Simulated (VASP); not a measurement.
# HfN (WC type) (P-6m2) in VASP: notebook, part 2 of 2

VASP 6.6.1. Earlier steps stand in the parts before.

## (3) Relaxation of cell and atoms, PBE, target pressure 110 GPa, at which the enthalpy is minimised

This run uses another cell than the first one, of 9.24 Å³/atom.

File INCAR:

```
SYSTEM = HfN
ALGO     = Normal         ! electronic algorithm
EDIFF    = 1E-6           ! SCF threshold, eV
EDIFFG   = -0.005         ! ionic threshold
ENCUT    = 600            ! plane-wave cutoff, eV
GGA      = PE             ! functional
IBRION   = 2              ! ionic algorithm
ISIF     = 3              ! what is computed and relaxed
ISMEAR   = -1             ! smearing method
LASPH    = .TRUE.         ! aspherical terms in the spheres
LCHARG   = .FALSE.        ! write CHGCAR
LREAL    = .FALSE.        ! projectors in reciprocal space
LWAVE    = .FALSE.        ! write WAVECAR
NELM     = 100            ! most SCF steps
NSW      = 32             ! ionic steps
PREC     = Accurate       ! precision mode
PSTRESS  = 1100.0       
SIGMA    = 0.05           ! smearing width, eV
```

File KPOINTS:

```
k-points
0
G
  16 16 14
  0 0 0
```

File POSCAR:

```
HfN
1.0
    2.8074376876      0.0000000000      0.0000000000
   -1.4037188438      2.4313123570      0.0000000000
    0.0000000000      0.0000000000      2.7059815920
Hf N
1 1
Direct
    0.0000000000      0.0000000000      0.0000000000
    0.3333333333      0.6666666667      0.5000000000
```

Potentials or basis: VASP PAW PBE potentials, release 64 (Hf_pv, N).

Run with:

```console
$ cat potpaw_PBE.64/Hf_pv/POTCAR potpaw_PBE.64/N/POTCAR > POTCAR
$ mpirun -np 1 vasp_std > vasp.out
```

OUTCAR:

```text
SYSTEM = HfN
   EDIFF = 1E-6
   EDIFFG = -0.005
   ENCUT = 600
   GGA = PE
   IBRION = 2
   ISIF = 3
   ISMEAR = -1
   LASPH = .TRUE.
   LREAL = .FALSE.
   NELM = 100
   NSW = 32
   PREC = Accurate
   PSTRESS = 1100.0

 ion  position               nearest neighbor table
   1  0.000  0.000  0.000-   2 2.11   2 2.11   2 2.11   2 2.11   2 2.11   2 2.11
   2  0.333  0.667  0.500-   1 2.11   1 2.11   1 2.11   1 2.11   1 2.11   1 2.11

  LATTYP: Found a hexagonal cell.
 ALAT       =     2.8074376876
 C/A-ratio  =     0.9638616750

  Lattice vectors:

 A1 = (   2.8074376876,   0.0000000000,   0.0000000000)
 A2 = (  -1.4037188438,   2.4313123570,   0.0000000000)
 A3 = (   0.0000000000,   0.0000000000,   2.7059815920)

Analysis of symmetry for initial positions (statically):
=====================================================================
 Subroutine PRICEL returns:
 Original cell was already a primitive cell.

 Routine SETGRP: Setting up the symmetry group for a
 hexagonal supercell.

 Subroutine GETGRP returns: Found 12 space group operations
 (whereof 12 operations were pure point group operations)
 out of a pool of 24 trial point group operations.

The static configuration has the point symmetry D_3h.
[... 169 lines left out ...]
  -------------------------------------------------------------------------------------
  Total       12.4317496     12.4317496     12.3280190     -0.0000000     -0.0000000      0.0000000
  in kB     1078.3683037   1078.3683037   1069.3703912     -0.0000000     -0.0000000      0.0000000
  external PRESSURE =     -24.6310005 kB  Pullay stress =    1100.0000000 kB
[... 291 lines left out ...]
--------------------------------------- Ionic step        9  -------------------------------------------

 number of electron      15.0000000 magnetization

 Free energy of the ion-electron system (eV)
  ---------------------------------------------------
  ext. energy  EPLUGINS =         0.00000000
  ---------------------------------------------------
  free energy    TOTEN  =       -19.43250393 eV

  energy without entropy =      -19.42337953  energy(sigma->0) =      -19.42794173

 E-fermi :   9.4146     XC(G=0): -13.9268

 val. band max:        9.4050245665   @ k =   0.3125   0.0000   0.2857
 cond. band min:       9.4388232974   @ k =   0.1250   0.0625   0.5000
 fundamental gap:      0.0337987309
 Fermi energy:         9.4145660010

 k-point     1 :       0.0000    0.0000    0.0000
  band No.  band energies     occupation
      1     -19.7586      2.00000
      2     -19.7586      2.00000
      3     -19.7316      2.00000
      4      -8.2739      2.00000
      5       5.2253      2.00000
      6       5.2253      2.00000
      7       6.1409      2.00000
      8       7.7761      2.00000
      9      13.7640      0.00000
     10      15.7575      0.00000
     11      15.7575      0.00000
[... 309 lines left out ...]
 k-point    24 :       0.2500    0.1875    0.0000
  band No.  band energies     occupation
      1     -21.6581      2.00000
      2     -20.5354      2.00000
      3     -19.4125      2.00000
      4      -5.4249      2.00000
      5       2.3189      2.00000
      6       5.2711      2.00000
      7       5.9512      2.00000
      8       8.7850      1.99999
      9      12.7764      0.00000
     10      14.3880      0.00000
     11      17.6624      0.00000

 [... further k-points ...]
[... 5 lines left out ...]
  --------------------------------------------------------------------------------------
  -------------------------------------------------------------------------------------
  Total       12.6357199     12.6357199     12.6344804      0.0000000     -0.0000000     -0.0000000
  in kB     1100.2288675   1100.2288675   1100.1209456      0.0000000     -0.0000000     -0.0000000
  external PRESSURE =       0.1928935 kB  Pullay stress =    1100.0000000 kB
[... 21 lines left out ...]
  energy  without entropy=      -19.4233795275  energy(sigma->0) =      -19.42794173

  enthalpy is  TOTEN    =        -6.7994125188 eV   P V=       12.6330914078

 reached required accuracy - stopping structural energy minimisation
```

OSZICAR:

```text
N       E                     dE             d eps       ncg     rms          rms(c)
DAV:   1     0.487604246884E+02    0.48760E+02   -0.92031E+03  5288   0.149E+03
DAV:   2    -0.201179861945E+02   -0.68878E+02   -0.65239E+02  6739   0.297E+02
DAV:   3    -0.224585742483E+02   -0.23406E+01   -0.23083E+01  6582   0.486E+01
DAV:   4    -0.224780781875E+02   -0.19504E-01   -0.19455E-01  6198   0.435E+00
[... 47 lines left out ...]
DAV:   3    -0.194301977052E+02    0.98988E-06   -0.21567E-06  5100   0.156E-02
   8 F= -.67994108E+01 E0= -.67948495E+01  d E =0.104854E-05
       N       E                     dE             d eps       ncg     rms          rms(c)
DAV:   1    -0.194325054769E+02   -0.23068E-02   -0.66869E-05  5409   0.890E-02    0.313E-02
DAV:   2    -0.194325043939E+02    0.10830E-05   -0.20159E-06  5403   0.159E-02    0.138E-02
DAV:   3    -0.194325039266E+02    0.46734E-06   -0.85909E-07  2850   0.102E-02
   9 F= -.67994125E+01 E0= -.67948503E+01  d E =-.655160E-06
```

It took 55 s on 1 thread of Intel Xeon 6975P-C (Granite Rapids), shared host; peak memory 0.2 GiB.

Results:

- Free energy: -19.4325 eV
- Relaxed volume: 9.20 Å³/atom
- Relaxed cell: a = 2.804 Å, b = 2.804 Å, c = 2.701 Å, α = 90.00°, β = 90.00°, γ = 120.00°
- Space group after relaxing (to 0.1 Å): P-6m2 (No. 187)
- Energy change on relaxing (the run minimises the enthalpy): +23.7 meV/atom
- Ionic steps: 9
- Pressure after relaxing: 110.0 GPa
- Band gap on the k mesh: zero (an odd number of electrons rules out a gap without spin polarisation)

Step by step:
```
step  energy change (eV)  largest force (eV/Å)  pressure (GPa)  volume (Å³)
   1              0.0000                0.0000          107.54        18.47
   2              0.2691                0.0000          121.22        18.09
   3              0.0474                0.0000          110.02        18.40
   4              0.0465                0.0000          109.98        18.40
   5              0.0457                0.0000          109.93        18.40
   6              0.0460                0.0000          109.91        18.40
   7              0.0462                0.0000          109.93        18.40
   8              0.0498                0.0000          110.12        18.40
   9              0.0475                0.0000          110.02        18.40
```

Final structure:
```xyz
2
Lattice="2.8045 0.0000 0.0000 -1.4022 2.4287 0.0000 0.0000 0.0000 2.7014" Properties=species:S:1:pos:R:3 pbc="T T T"
Hf    0.0000    0.0000    0.0000
N     0.0000    1.6192    1.3507
```

Caveat: the cell is relaxed towards a set pressure, so the run minimises the enthalpy, not the energy; spin-orbit coupling is left out, which moves the levels of the heavy elements.
